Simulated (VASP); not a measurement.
A run of VASP 6.6.1 is set up as follows.

POSCAR

```
LiAl2BrO6
1.0
    5.0056958500      0.0753719000     -0.0218980500
   -2.4375746900      4.5046973300     -0.0478902300
   -0.0307289400     -0.0953400100      7.2886938800
Li Al O Br
1 2 6 1
Direct
    0.0138820000      0.0329200000      0.9883920000
    0.3386460000      0.6966110000      0.0229430000
    0.6877200000      0.3564400000      0.0065970000
    0.9882170000      0.6365900000      0.1329660000
    0.3774630000      0.3541020000      0.1577430000
    0.6735920000      0.0296870000      0.1395800000
    0.3482540000      0.0124070000      0.8534800000
    0.6283420000      0.6693580000      0.8481950000
    0.0337780000      0.3712220000      0.8900580000
    0.9836010000      0.0337430000      0.5014020000
```

Contents of INCAR.step1:

```
SYSTEM = LiAl2BrO6
PREC     = Accurate       ! precision mode
ENCUT    = 520            ! plane-wave cutoff, eV
ISMEAR   = 0              ! smearing method
SIGMA    = 0.017          ! smearing width, eV
LREAL    = .False.        ! projectors in reciprocal space
LASPH    = .True.         ! aspherical terms in the spheres
NELM     = 100            ! most SCF steps
NBANDS   = 37             ! bands
GGA      = PE             ! functional
ALGO     = Normal         ! electronic algorithm
EDIFF    = 1E-4           ! SCF threshold, eV
LWAVE    = .True.         ! write WAVECAR
LCHARG   = .False.        ! write CHGCAR
```

File INCAR.step2:

```
SYSTEM = LiAl2BrO6
PREC     = Accurate       ! precision mode
ENCUT    = 520            ! plane-wave cutoff, eV
EDIFF    = 1E-7           ! SCF threshold, eV
ISMEAR   = 0              ! smearing method
SIGMA    = 0.017          ! smearing width, eV
LREAL    = .False.        ! projectors in reciprocal space
LASPH    = .True.         ! aspherical terms in the spheres
NELM     = 100            ! most SCF steps
ALGO     = Normal         ! electronic algorithm
ISIF     = 2              ! what is computed and relaxed
LWAVE    = .False.        ! write WAVECAR
LCHARG   = .False.        ! write CHGCAR
METAGGA  = R2SCAN         ! meta-GGA
LMIXTAU  = .True.       
NBANDS   = 37             ! bands
ISTART   = 1
```

KPOINTS

```
regular mesh
0
Gamma
  4 4 3
  0 0 0
```

Potentials or basis: VASP PAW PBE potentials, release 64 (Li_sv, Al, O, Br).

Launch:

```bash
$ cat potpaw_PBE.64/Li_sv/POTCAR potpaw_PBE.64/Al/POTCAR potpaw_PBE.64/O/POTCAR potpaw_PBE.64/Br/POTCAR > POTCAR
$ cp INCAR.step1 INCAR
$ mpirun -np 1 vasp_std > vasp.out
$ cp INCAR.step2 INCAR
$ mpirun -np 1 vasp_std > vasp.out
```

(1) What does it give for the band gap on the k mesh?

(2) What does it give for the largest force?

Answers

(1) zero (band 26 reaches -1.69 eV, above the bottom of band 27 at -1.83 eV).

(2) 2.348 eV/Å.

Caveat: the PAW data sets were made with another functional, which shifts forces and pressure a little.
